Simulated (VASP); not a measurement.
Set up this calculation in VASP 6.6.1, as the native input.

```yaml
Task: single point
Functional: PBEsol
Potentials_or_basis: VASP PAW PBE potentials, release 64 (Te, Mo_sv)
Cutoff: 500 eV
k_mesh: 3 × 3 × 1
Occupations: gaussian, width 0.1 eV
Spin: no spin polarisation
Dipole_correction: no
Further_INCAR_settings: ALGO = Normal; EDIFF = 1e-06; NBANDS = 20
```

The structure of Te2Mo lies in POSCAR:

```
Te2Mo
1.0
    3.5602328140      0.0000000000      0.0000000000
   -1.7801164070      3.0832520603      0.0000000000
    0.0000000000      0.0000000000     17.5240578200
Te Mo
2 1
Direct
    0.3333333333      0.6666666667      0.8978554500
    0.3333333333      0.6666666667      0.1021445500
    0.0000000000      0.0000000000      0.0000000000
```

One way to write it, as run:

INCAR

```
SYSTEM = Te2Mo
  PREC = Accurate
  ENCUT = 500
  EDIFF = 1E-6
  ISMEAR = 0
  SIGMA = 0.1
  LREAL = .False.
  LASPH = .True.
  NELM = 120
  ALGO = Normal
  ISIF = 2
  LWAVE = .False.
  LCHARG = .False.
  GGA = PS
  NBANDS = 20
  GGA_COMPAT = .False.
```

KPOINTS

```
Automatic mesh
0
Gamma
  3 3 1
  0 0 0
```

Potentials or basis: VASP PAW PBE potentials, release 64 (Te, Mo_sv).

Command:

```bash
$ cat potpaw_PBE.64/Te/POTCAR potpaw_PBE.64/Mo_sv/POTCAR > POTCAR
$ mpirun -np 1 vasp_std > vasp.out
```

Results of the run:

The largest force is 0.326 eV/Å. The band gap on the k mesh is 0.99 eV, direct.

Caveat: the k points lie up to 0.68 Å⁻¹ apart; the PAW data sets were made with another functional, which shifts forces and pressure a little; spin-orbit coupling is left out, which moves the levels of the heavy elements.

Wall time 15 s on 1 thread of Intel(R) Xeon(R) 6975P-C (Granite Rapids), on a shared host, peak memory 0.29 GiB.
